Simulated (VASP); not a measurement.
# LiAlO (P4/nmm) in VASP: relaxation of cell and atoms with PBE

Aim: the relaxation of cell and atoms of LiAlO with PBE.

Everything below comes from runs of VASP 6.6.1. Logs are shortened: lines on timing, memory, paths and dates and some standing lists are left out, and cuts for length are marked.

### Step 1. The cell of the first run

It takes space group P4/nmm (No. 129, tetragonal). Conventional cell: a = 3.445 Å, b = 3.445 Å, c = 5.908 Å, α = 90.00°, β = 90.00°, γ = 90.00°. Within 2.6 Å of Li (site symmetry 4mm) lie 5 O at 1.89 to 2.51 Å. Al (site symmetry -4m2) has 4 O at 2.42 Å and 4 Al at 2.44 Å and 4 Li at 2.88 Å within 3.2 Å. O (site symmetry 4mm) has 5 Li at 1.89 to 2.51 Å and 4 Al at 2.42 Å within 2.6 Å.

The cell was generated, and may not be a known phase.

### Step 2. Relaxation of cell and atoms, PBE

File INCAR:

```
SYSTEM = LiAlO
PREC = Accurate
ENCUT = 600
EDIFF = 1E-6
ISMEAR = 0
SIGMA = 0.1
LREAL = .FALSE.
LASPH = .TRUE.
NELM = 80
ALGO = Normal
ISIF = 3
LWAVE = .FALSE.
LCHARG = .FALSE.
GGA = PE
IBRION = 2
NSW = 100
EDIFFG = -0.01
```

File KPOINTS:

```
regular mesh
0
G
  12 12 6
  0 0 0
```

File POSCAR:

```
LiAlO
1.0
    3.4449919915      0.0000000000      0.0000000000
    0.0000000000      3.4449919915      0.0000000000
    0.0000000000      0.0000000000      5.9080372222
Li Al O
2 2 2
Direct
    0.5000000000      0.0000000000      0.6091334523
    0.0000000000      0.5000000000      0.3908665477
    0.0000000000      0.0000000000      0.0000000000
    0.5000000000      0.5000000000      0.0000000000
    0.5000000000      0.0000000000      0.2887546398
    0.0000000000      0.5000000000      0.7112453602
```

Potentials or basis: VASP PAW PBE potentials, release 64 (Li_sv, Al, O).

Command:

```
$ cat potpaw_PBE.64/Li_sv/POTCAR potpaw_PBE.64/Al/POTCAR potpaw_PBE.64/O/POTCAR > POTCAR
$ mpirun -np 1 vasp_std > vasp.out
```

OUTCAR:

```text
SYSTEM = LiAlO
   PREC = Accurate
   ENCUT = 600
   EDIFF = 1E-6
   ISMEAR = 0
   LREAL = .FALSE.
   LASPH = .TRUE.
   NELM = 80
   ISIF = 3
   GGA = PE
   IBRION = 2
   NSW = 100
   EDIFFG = -0.01

 ion  position               nearest neighbor table
   1  0.500  0.000  0.609-   5 1.89   4 2.88   3 2.88   4 2.88   3 2.88
   2  0.000  0.500  0.391-   6 1.89   4 2.88   3 2.88   3 2.88   4 2.88
   3  0.000  0.000  0.000-   5 2.42   6 2.42   6 2.42   5 2.42   4 2.44   4 2.44   4 2.44   4 2.44
                             1 2.88   2 2.88   2 2.88   1 2.88
   4  0.500  0.500  0.000-   5 2.42   6 2.42   5 2.42   6 2.42   3 2.44   3 2.44   3 2.44   3 2.44
                             2 2.88   1 2.88   2 2.88   1 2.88
   5  0.500  0.000  0.289-   1 1.89   3 2.42   4 2.42   4 2.42   3 2.42
   6  0.000  0.500  0.711-   2 1.89   3 2.42   4 2.42   3 2.42   4 2.42

  LATTYP: Found a simple tetragonal cell.
 ALAT       =     3.4449919915
 C/A-ratio  =     1.7149639932

  Lattice vectors:

 A1 = (   3.4449919915,   0.0000000000,   0.0000000000)
 A2 = (   0.0000000000,   3.4449919915,   0.0000000000)
 A3 = (   0.0000000000,   0.0000000000,   5.9080372222)

Analysis of symmetry for initial positions (statically):
=====================================================================
 Subroutine PRICEL returns:
 Original cell was already a primitive cell.

 Routine SETGRP: Setting up the symmetry group for a
 simple tetragonal supercell.

 Subroutine GETGRP returns: Found 16 space group operations
 (whereof  8 operations were pure point group operations)
 out of a pool of 16 trial point group operations.

The static configuration has the point symmetry D_2d.
 The point group associated with its full space group is D_4h.

Analysis of symmetry for dynamics (positions and initial velocities):
=====================================================================
 Subroutine PRICEL returns:
 Original cell was already a primitive cell.

 Routine SETGRP: Setting up the symmetry group for a
 simple tetragonal supercell.

 Subroutine GETGRP returns: Found 16 space group operations
 (whereof  8 operations were pure point group operations)
 out of a pool of 16 trial point group operations.

The dynamic configuration has the point symmetry D_2d.
 The point group associated with its full space group is D_4h.

 Subroutine INISYM returns: Found 16 space group operations
 (whereof  8 operations are pure point group operations),
 and found     1 'primitive' translations

----------------------------------------------------------------------------------------

                                     Primitive cell

  volume of cell :      70.1164

  direct lattice vectors                    reciprocal lattice vectors
     3.444991991  0.000000000  0.000000000     0.290276437  0.000000000  0.000000000
     0.000000000  3.444991991  0.000000000     0.000000000  0.290276437  0.000000000
     0.000000000  0.000000000  5.908037222     0.000000000  0.000000000  0.169260951

  length of vectors
     3.444991991  3.444991991  5.908037222     0.290276437  0.290276437  0.169260951

  position of ions in fractional coordinates (direct lattice)
     0.500000000  0.000000000  0.609133452
     0.000000000  0.500000000  0.390866548
     0.000000000  0.000000000  0.000000000
     0.500000000  0.500000000  0.000000000
     0.500000000  0.000000000  0.288754640
     0.000000000  0.500000000  0.711245360

  ion indices of the primitive-cell ions
   primitive index   ion index
                 1           1
                 2           2
                 3           3
                 4           4
                 5           5
                 6           6

----------------------------------------------------------------------------------------

 KPOINTS: regular mesh

Automatic generation of k-mesh.
 Grid dimensions read from file:
 generate k-points for:   12   12    6

 Generating k-lattice:

  Cartesian coordinates                     Fractional coordinates (reciprocal lattice)
     0.024189703  0.000000000  0.000000000     0.083333333  0.000000000  0.000000000
     0.000000000  0.024189703  0.000000000     0.000000000  0.083333333  0.000000000
     0.000000000  0.000000000  0.028210159     0.000000000  0.000000000  0.166666667

  Length of vectors
     0.024189703  0.024189703  0.028210159

  Shift w.r.t. Gamma in fractional coordinates (k-lattice)
     0.000000000  0.000000000  0.000000000

 Subroutine IBZKPT returns following result:
 ===========================================

 Found    112 irreducible k-points:

 Following reciprocal coordinates:
            Coordinates               Weight
  0.000000  0.000000  0.000000      1.000000
  0.083333  0.000000  0.000000      4.000000
  0.166667  0.000000  0.000000      4.000000
  0.250000  0.000000  0.000000      4.000000
  0.333333  0.000000  0.000000      4.000000
  0.416667  0.000000  0.000000      4.000000
[... 16 lines left out ...]
  0.333333  0.333333  0.000000      4.000000
  0.416667  0.333333  0.000000      8.000000
 [... further k-points ...]
   k-points           NKPTS =    112   k-points in BZ     NKDIM =    112   number of bands    NBANDS=     16
   number of dos      NEDOS =    301   number of ions     NIONS =      6
   total plane-waves  NPLWV =  37632
   dimension x,y,z NGX =    28 NGY =   28 NGZ =   48
   dimension x,y,z NGXF=    56 NGYF=   56 NGZF=   96
   ions per type =               2   2   2
   NGX,Y,Z   is equivalent  to a cutoff of  13.51, 13.51, 13.51 a.u.
   NGXF,Y,Z  is equivalent  to a cutoff of  27.02, 27.02, 27.01 a.u.
 SYSTEM =  LiAlO
   PREC   = accura    normal or accurate (medium, high low for compatibility)
   ISTART =      0    job   : 0-new  1-cont  2-samecut
   ICHARG =      2    charge: 1-file 2-atom 10-const
   ISPIN  =      1    spin polarized calculation?
   LNONCOLLINEAR =      F non collinear calculations
   LSORBIT =      F    spin-orbit coupling
   LASPH  =      T    aspherical Exc in radial PAW
   ENCUT  =  600.0 eV  44.10 Ry    6.64 a.u.   6.88  6.88 11.80*2*pi/ulx,y,z
   NELM   =     80;   NELMIN=  2; NELMDL= -5     # of ELM steps
   EDIFF  = 0.1E-05   stopping-criterion for ELM
   LREAL  =      F    real-space projection
   EDIFFG = -.1E-01   stopping-criterion for IOM
   NSW    =    100    number of steps for IOM
   IBRION =      2    ionic relax: 0-MD 1-quasi-New 2-CG
   NFREE  =      1    steps in history (QN), initial steepest desc. (CG)
   ISIF   =      3    stress and relaxation
   ISYM   =      2    0-nonsym 1-usesym 2-fastsym
   POTIM  = 0.5000    time-step for ionic-motion
   TEBEG  =    0.0;   TEEND  =   0.0 temperature during run
   PSTRESS=    0.0 pullay stress
   NELECT =      24.0000    total number of electrons
   NUPDOWN=      -1.0000    fix difference up-down
   EMIN   =  10.00;   EMAX   =-10.00  energy-range for DOS
   EFERMI =   0.00;   METHOD = LEGACY
   ISMEAR =     0;   SIGMA  =   0.10  broadening in eV -4-tet -1-fermi 0-gaus
   EFERMI_NEDOS =   21; number of points for ismear=-14 and -15
   IALGO  =     38    algorithm
   IMIX   =      4    mixing-type and parameters
     AMIX     =   0.40;   BMIX     =  1.00
     AMIX_MAG =   1.60;   BMIX_MAG =  1.00
  volume/ion in A,a.u.               =      11.69        78.86
  Fermi-wavevector in a.u.,A,eV,Ry     =   1.145175  2.164068 17.843045  1.311427
  Thomas-Fermi vector in A             =   2.281865
   LORBIT       =      0    0 simple, 1 ext, 2 COOP (PROOUT), +10 PAW based schemes
   GGA     = PE    functional components
   LHFCALC =     F    Hartree Fock is set to
   AEXX    =    0.0000 exact exchange contribution
   IVDW    =     0    specifies the selected vdW correction
   LEPSILON=     F    determine dielectric tensor
   LRPA    =     F    only Hartree local field effects (RPA)
 conjugate gradient relaxation of ions
 non-spin polarized calculation
 Gauss-broadening in eV      SIGMA  =   0.10
  energy-cutoff  :      600.00
  volume of cell :       70.12
 maximum number of plane-waves:      2376
 NGX is ok and might be reduce to    28
   NGX = 13   NGY = 13   NGZ = 23

--------------------------------------- Ionic step        1  -------------------------------------------

 number of electron      23.9999989 magnetization

 Free energy of the ion-electron system (eV)
  ---------------------------------------------------
  ext. energy  EPLUGINS =         0.00000000
  ---------------------------------------------------
  free energy    TOTEN  =       -26.15380618 eV

  energy without entropy =      -26.14715707  energy(sigma->0) =      -26.15048162

------------------------ aborting loop because EDIFF is reached ----------------------------------------

  FORCE on cell =-STRESS in cart. coord.  units (eV):
  Direction    XX          YY          ZZ          XY          YZ          ZX
  --------------------------------------------------------------------------------------
  -------------------------------------------------------------------------------------
  Total       -0.1875537     -0.1875537     -0.0184255      0.0000000     -0.0000000      0.0000000
  in kB       -4.2856484     -4.2856484     -0.4210268      0.0000000     -0.0000000      0.0000000
  external PRESSURE =      -2.9974412 kB  Pullay stress =       0.0000000 kB
[... 185 lines left out ...]
  energy  without entropy=      -26.1480003876  energy(sigma->0) =      -26.15127189

--------------------------------------- Ionic step        6  -------------------------------------------

 number of electron      23.9999982 magnetization

 Free energy of the ion-electron system (eV)
  ---------------------------------------------------
  ext. energy  EPLUGINS =         0.00000000
  ---------------------------------------------------
  free energy    TOTEN  =       -26.15456847 eV

  energy without entropy =      -26.14800536  energy(sigma->0) =      -26.15128692

 E-fermi :   5.2859     XC(G=0):  -9.8091

 val. band max:        5.2807620626   @ k =   0.1667   0.1667   0.0000
 cond. band min:       5.3043668397   @ k =   0.1667   0.1667   0.1667
 fundamental gap:      0.0236047771
 Fermi energy:         5.2859040845

 k-point     1 :       0.0000    0.0000    0.0000
  band No.  band energies     occupation
      1     -40.4130      2.00000
      2     -40.3737      2.00000
      3     -12.7451      2.00000
      4     -12.4214      2.00000
      5      -3.7270      2.00000
      6       1.5010      2.00000
[... 8 lines left out ...]
     15       9.5110      0.00000
     16       9.6311      0.00000
[... 420 lines left out ...]
  band No.  band energies     occupation
      1     -40.3931      2.00000
      2     -40.3880      2.00000
      3     -12.3060      2.00000
      4     -12.2617      2.00000
      5      -1.5049      2.00000
      6      -0.5472      2.00000
[... 8 lines left out ...]
     15       9.8963      0.00000
     16      10.5583      0.00000

 [... further k-points ...]

------------------------ aborting loop because EDIFF is reached ----------------------------------------

  FORCE on cell =-STRESS in cart. coord.  units (eV):
  Direction    XX          YY          ZZ          XY          YZ          ZX
  --------------------------------------------------------------------------------------
  -------------------------------------------------------------------------------------
  Total        0.0122678      0.0122678     -0.0188568      0.0000000      0.0000000      0.0000000
  in kB        0.2817132      0.2817132     -0.4330192      0.0000000      0.0000000      0.0000000
  external PRESSURE =       0.0434691 kB  Pullay stress =       0.0000000 kB
[... 21 lines left out ...]
  FREE ENERGIE OF THE ION-ELECTRON SYSTEM (eV)
  ---------------------------------------------------
  free  energy   TOTEN  =       -26.1545684691 eV

  energy  without entropy=      -26.1480053618  energy(sigma->0) =      -26.15128692

 reached required accuracy - stopping structural energy minimisation
```

Wall time 8.8 min (1 thread of Intel Xeon 8259CL, shared host); peak memory 0.29 GiB.

Results:

- Free energy: -26.1546 eV
- Relaxed volume: 11.63 Å³/atom
- Relaxed cell: a = 3.435 Å, b = 3.435 Å, c = 5.911 Å, α = 90.00°, β = 90.00°, γ = 90.00°
- Space group after relaxing (to 0.1 Å): P4/nmm (No. 129)
- Energy gained by relaxing: 0.1 meV/atom
- Ionic steps: 6
- Pressure after relaxing: 0.0 GPa
- Largest force after relaxing: 0.004 eV/Å
- Band gap on the k mesh: zero (bands 12 and 13 overlap by 0.31 eV)

Forces in eV/Å, atoms in the order of the input:
```
Li   0.000  0.000  0.004
Li   0.000  0.000 -0.004
Al   0.000  0.000  0.000
Al   0.000  0.000  0.000
O    0.000  0.000 -0.002
O    0.000  0.000  0.002
```

Step by step:
```tsv
step	energy change (eV)	largest force (eV/Å)	pressure (GPa)	volume (Å³)
1	0.0000	0.0326	-0.30	70.12
2	-0.0005	0.0243	-0.09	69.89
3	-0.0006	0.0235	0.19	69.60
4	-0.0006	0.0233	0.09	69.71
5	-0.0007	0.0125	0.05	69.74
6	-0.0008	0.0037	0.00	69.77
```

Final structure:
```cif
data_structure
_symmetry_space_group_name_H-M 'P 1'
_symmetry_Int_Tables_number 1
_cell_length_a 3.4355
_cell_length_b 3.4355
_cell_length_c 5.9114
_cell_angle_alpha 90.000
_cell_angle_beta 90.000
_cell_angle_gamma 90.000
_cell_volume 69.77
loop_
_atom_site_label
_atom_site_type_symbol
_atom_site_fract_x
_atom_site_fract_y
_atom_site_fract_z
_atom_site_occupancy
Li1 Li 0.50000 0.00000 0.60994 1
Li2 Li 0.00000 0.50000 0.39006 1
Al1 Al 0.00000 0.00000 0.00000 1
Al2 Al 0.50000 0.50000 0.00000 1
O1 O 0.50000 0.00000 0.28961 1
O2 O 0.00000 0.50000 0.71039 1
```

Caveat: the cutoff is under 1.25 times the usual one of these potentials, so pressure, stress and relaxed cells hold a basis-set (Pulay) error.

The gap in the log of VASP goes by the Fermi energy; the results here count the filled bands.